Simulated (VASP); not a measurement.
Here is a VASP 6.6.1 calculation.

INCAR

```
SYSTEM = Ti
PREC = Accurate
ENCUT = 520
EDIFF = 1E-7
ISMEAR = -1
SIGMA = 0.05
LREAL = .FALSE.
LASPH = .TRUE.
NELM = 60
ALGO = Normal
ISIF = 2
LWAVE = .FALSE.
LCHARG = .TRUE.
GGA = PS
LELF = .TRUE.
LVHAR = .TRUE.
NBANDS = 12
```

Contents of KPOINTS:

```
Automatic mesh
0
G
  14 14 14
  0 0 0
```

POSCAR

```
Ti
1.0
   -1.6574100000      1.6574100000      1.6410000000
    1.6574100000     -1.6574100000      1.6410000000
    1.6574100000      1.6574100000     -1.6410000000
Ti
1
Direct
    0.0000000000      0.0000000000      0.0000000000
```

Potentials or basis: VASP PAW PBE potentials, release 64 (Ti_sv).

The run is started by

```bash
$ cat potpaw_PBE.64/Ti_sv/POTCAR > POTCAR
$ mpirun -np 1 vasp_std > vasp.out
```

Question: Estimate the pressure.

Answer: -8.5 GPa.

Question: Predict the band gap on the k mesh.

Answer: Zero (bands 6 and 7 overlap by 1.57 eV).

Stress tensor (GPa, compression positive):
```
-8.42  0.00  0.00
 0.00 -8.42  0.00
 0.00  0.00 -8.74
```

Caveat: the cell differs from its parent crystal (equal xx and yy strain of +1 %); the cell stands under tension; the PAW data sets were made with another functional, which shifts forces and pressure a little.
